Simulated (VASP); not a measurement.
# SnSe2 (P3m1) in VASP: notebook, part 2 of 2

VASP 6.6.1. Earlier steps stand in the parts before.

## Step 3: Single point, PBEsol (atom 2 (Se) moved by (+0.000, +0.150) A along [1 1 0] and z)

INCAR

```
PREC     = Accurate       # precision mode
ENCUT    = 520            # plane-wave cutoff, eV
EDIFF    = 1E-7           # SCF threshold, eV
ISMEAR   = 0              # smearing method
SIGMA    = 0.05           # smearing width, eV
LREAL    = False          # projectors in reciprocal space
LASPH    = True           # aspherical terms in the spheres
NELM     = 80             # most SCF steps
ALGO     = Normal         # electronic algorithm
ISIF     = 2              # what is computed and relaxed
LWAVE    = False          # write WAVECAR
LCHARG   = False          # write CHGCAR
GGA      = PS             # functional
NBANDS   = 20             # bands
```

KPOINTS

```
Automatic mesh
0
Gamma
  6 6 4
```

POSCAR

```
SnSe2
1.0
    3.8109987816      0.0000000000      0.0000000000
   -1.9054993908      3.3004217586      0.0000000000
    0.0000000000      0.0000000000      6.1370000000
Sn Se
1 2
Direct
    0.0000000000      0.0000000000      0.0000000000
    0.3333333333      0.6666666667      0.2744419097
    0.6666666667      0.3333333333      0.7500000000
```

Potentials or basis: VASP PAW PBE potentials, release 64 (Sn_d, Se).

On the command line:

```
$ cat potpaw_PBE.64/Sn_d/POTCAR potpaw_PBE.64/Se/POTCAR > POTCAR
$ mpirun -np 1 vasp_std > vasp.out
```

OUTCAR:

```text
PREC = Accurate
   ENCUT = 520
   EDIFF = 1E-7
   ISMEAR = 0
   LREAL = False
   LASPH = True
   NELM = 80
   ISIF = 2
   GGA = PS

 ion  position               nearest neighbor table
   1  0.000  0.000  0.000-   3 2.68   3 2.68   3 2.68   2 2.77   2 2.77   2 2.77
   2  0.333  0.667  0.274-   1 2.77   1 2.77   1 2.77
   3  0.667  0.333  0.750-   1 2.68   1 2.68   1 2.68

  LATTYP: Found a hexagonal cell.
 ALAT       =     3.8109987816
 C/A-ratio  =     1.6103390087

  Lattice vectors:

 A1 = (   3.8109987816,   0.0000000000,   0.0000000000)
 A2 = (  -1.9054993908,   3.3004217586,   0.0000000000)
 A3 = (   0.0000000000,   0.0000000000,   6.1370000000)

Analysis of symmetry for initial positions (statically):
=====================================================================
 Subroutine PRICEL returns:
 Original cell was already a primitive cell.

 Routine SETGRP: Setting up the symmetry group for a
 hexagonal supercell.

 Subroutine GETGRP returns: Found  6 space group operations
 (whereof  6 operations were pure point group operations)
 out of a pool of 24 trial point group operations.

The static configuration has the point symmetry C_3v.

Analysis of symmetry for dynamics (positions and initial velocities):
=====================================================================
 Subroutine PRICEL returns:
 Original cell was already a primitive cell.

 Routine SETGRP: Setting up the symmetry group for a
 hexagonal supercell.

 Subroutine GETGRP returns: Found  6 space group operations
 (whereof  6 operations were pure point group operations)
 out of a pool of 24 trial point group operations.

The dynamic configuration has the point symmetry C_3v.

[... 110 lines left out ...]
   NELECT =      26.0000    total number of electrons
   NUPDOWN=      -1.0000    fix difference up-down
   EMIN   =  10.00;   EMAX   =-10.00  energy-range for DOS
   EFERMI =   0.00;   METHOD = LEGACY
   ISMEAR =     0;   SIGMA  =   0.05  broadening in eV -4-tet -1-fermi 0-gaus
   EFERMI_NEDOS =   21; number of points for ismear=-14 and -15
   IALGO  =     38    algorithm
   IMIX   =      4    mixing-type and parameters
     AMIX     =   0.40;   BMIX     =  1.00
     AMIX_MAG =   1.60;   BMIX_MAG =  1.00
  volume/ion in A,a.u.               =      25.73       173.64
  Fermi-wavevector in a.u.,A,eV,Ry     =   1.139054  2.152501 17.652812  1.297445
  Thomas-Fermi vector in A             =   2.275758
   LORBIT       =      0    0 simple, 1 ext, 2 COOP (PROOUT), +10 PAW based schemes
   GGA     = PS    functional components
   LHFCALC =     F    Hartree Fock is set to
   AEXX    =    0.0000 exact exchange contribution
   IVDW    =     0    specifies the selected vdW correction
   LEPSILON=     F    determine dielectric tensor
   LRPA    =     F    only Hartree local field effects (RPA)
 non-spin polarized calculation
 Gauss-broadening in eV      SIGMA  =   0.05
  energy-cutoff  :      520.00
  volume of cell :       77.19
 maximum number of plane-waves:      2109
   NGX = 15   NGY = 15   NGZ = 23

 number of electron      26.0000006 magnetization

 Free energy of the ion-electron system (eV)
  ---------------------------------------------------
  ext. energy  EPLUGINS =         0.00000000
  ---------------------------------------------------
  free energy    TOTEN  =       -12.92523307 eV

  energy without entropy =      -12.92523307  energy(sigma->0) =      -12.92523307

 E-fermi :   4.3716     XC(G=0):  -9.7022

 val. band max:        4.1408065521   @ k =   0.1667   0.0000   0.2500
 cond. band min:       4.6984267453   @ k =   0.5000   0.0000   0.5000
 fundamental gap:      0.5576201931
 Fermi energy:         4.3716174111

 k-point     1 :       0.0000    0.0000    0.0000
  band No.  band energies     occupation
      1     -17.0713      2.00000
      2     -17.0713      2.00000
      3     -17.0329      2.00000
      4     -17.0206      2.00000
      5     -17.0206      2.00000
      6      -9.7938      2.00000
[... 541 lines left out ...]
     19      13.0365      0.00000
     20      13.4054      0.00000

------------------------ aborting loop because EDIFF is reached ----------------------------------------

  FORCE on cell =-STRESS in cart. coord.  units (eV):
  Direction    XX          YY          ZZ          XY          YZ          ZX
  --------------------------------------------------------------------------------------
  -------------------------------------------------------------------------------------
  Total        0.1245321      0.1245321     -0.5472227      0.0000000      0.0000000     -0.0000000
  in kB        2.5848042      2.5848042    -11.3582217      0.0000000      0.0000000     -0.0000000
  external PRESSURE =      -2.0628711 kB  Pullay stress =       0.0000000 kB

 VOLUME and BASIS-vectors are now :
 -----------------------------------------------------------------------------
  energy-cutoff  :      520.00
  volume of cell :       77.19
      direct lattice vectors                 reciprocal lattice vectors
     3.810998782  0.000000000  0.000000000     0.262398405  0.151495789  0.000000000
    -1.905499391  3.300421759  0.000000000     0.000000000  0.302991579  0.000000000
     0.000000000  0.000000000  6.137000000     0.000000000  0.000000000  0.162946065

 POSITION                                       TOTAL-FORCE (eV/Angst)
 -----------------------------------------------------------------------------------
      0.00000      0.00000      0.00000        -0.000000      0.000000      1.095764
     -0.00000      2.20028      1.68425         0.000000     -0.000000     -0.706202
      1.90550      1.10014      4.60275         0.000000     -0.000000     -0.389562
 -----------------------------------------------------------------------------------
    total drift:                               -0.000000      0.000000     -0.000013

  FREE ENERGIE OF THE ION-ELECTRON SYSTEM (eV)
  ---------------------------------------------------
  free  energy   TOTEN  =       -12.9252330662 eV

  energy  without entropy=      -12.9252330662  energy(sigma->0) =      -12.92523307
```

Wall time 38 s (1 thread of Intel Xeon Platinum 8259CL at 2.50GHz (Skylake/Cascade Lake), shared host); peak memory 0.2 GiB.

Results:

| Quantity | Value |
| --- | --- |
| Free energy | -12.9252 eV |
| Pressure | -0.2 GPa |
| Largest force | 1.096 eV/Å |
| Band gap on the k mesh | 0.56 eV, indirect (least direct gap 0.93 eV) |

Forces on the atoms (eV/Å):
```
Sn   0.000  0.000  1.096
Se   0.000  0.000 -0.706
Se   0.000  0.000 -0.390
```

Levels at points of the mesh, in eV from the valence-band top:
```
           k point  band 9  band 10  band 11  band 12  band 13  band 14  band 15  band 16  band 17  band 18
(0.00, 0.00, 0.00)   -0.76    -0.76    -0.17    -0.14    -0.14     0.79     3.02     4.56     4.56     7.90
(0.50, 0.00, 0.00)   -4.36    -3.16    -2.55    -1.57    -0.24     1.12     3.48     5.01     5.06     6.67
(0.00, 0.00, 0.50)   -2.41    -0.82    -0.82     0.00     0.00     2.35     2.99     4.24     4.24     7.43
(0.50, 0.00, 0.50)   -4.94    -2.33    -2.07    -1.00    -0.75     0.56     3.82     4.47     5.67     5.97
```

Caveat: the cell differs from its parent crystal (atom 2 (Se) moved by (+0.000, +0.150) A along [1 1 0] and z); the PAW data sets were made with another functional, which shifts forces and pressure a little; spin-orbit coupling is left out, which moves the levels of the heavy elements; this functional lacks dispersion, which binds the layers, so the pressure and a relaxed spacing across them are unreliable. A k mesh can miss the band edges.
